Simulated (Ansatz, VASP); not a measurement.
## One calculation of KBr, two programs

INCAR

```
  PREC = Accurate
  ENCUT = 520
  EDIFF = 1E-6
  ISMEAR = 0
  SIGMA = 0.05
  LREAL = False
  LASPH = True
  NELM = 80
  ALGO = Normal
  ISIF = 2
  LWAVE = False
  LCHARG = False
  GGA = PS
  NBANDS = 15
```

KPOINTS

```
regular mesh
0
Gamma
  6 6 6
```

POSCAR

```
KBr
1.0
    0.0000000000      3.0128882984      3.2748785852
    3.0128882984      0.0000000000      3.2748785852
    3.0128882984      3.0128882984      0.0000000000
K Br
1 1
Direct
    0.0000000000      0.0000000000      0.0000000000
    0.5000000000      0.5000000000      0.5000000000
```

Input for Ansatz:

```yaml
crystal:
  lattice:
    - [0.0, 3.0128882984, 3.2748785852]
    - [3.0128882984, 0.0, 3.2748785852]
    - [3.0128882984, 3.0128882984, 0.0]
  atoms:
    - { symbol: K, position: [0.0, 0.0, 0.0] }
    - { symbol: Br, position: [0.5, 0.5, 0.5] }
basis:
  ecutwfc: 420
kpoints:
  mp_grid: { grid: [6, 6, 6] }
hamiltonian:
  xc: pbesol
scf:
  occupations: { method: gaussian, width: 0.05 }
output:
  forces: true
  stress: true
  eigenvalues: true
```

Change from the starting cell: strain -0.080 along x and y, +0.000 along z, atoms carried along.

Alike in both runs: task single point; functional PBEsol; k mesh 6 × 6 × 6; occupations gaussian, width 0.05 eV; no spin polarisation.

|  | VASP | Ansatz |
| --- | --- | --- |
| version | VASP 6.6.1 | Ansatz 0.2.0 |
| potentials or method | VASP PAW PBE potentials, release 64 (K_sv, Br), cutoff 520 eV | scalar-relativistic, plane waves, PAW |
| valence electrons in the cell | 16 | 16 |

```tsv
	VASP	Ansatz	Ansatz less VASP
gap on the k mesh at the Fermi level (eV)	4.71	4.72	+0.005
least direct gap on the mesh (eV)	4.71	4.72	+0.005
pressure (GPa)	4.6	4.4	-0.14
traceless stress, the component that is largest in VASP (GPa)	-3.66	-3.59	+0.070
```

VASP's potentials were made for PBE, not for PBEsol.
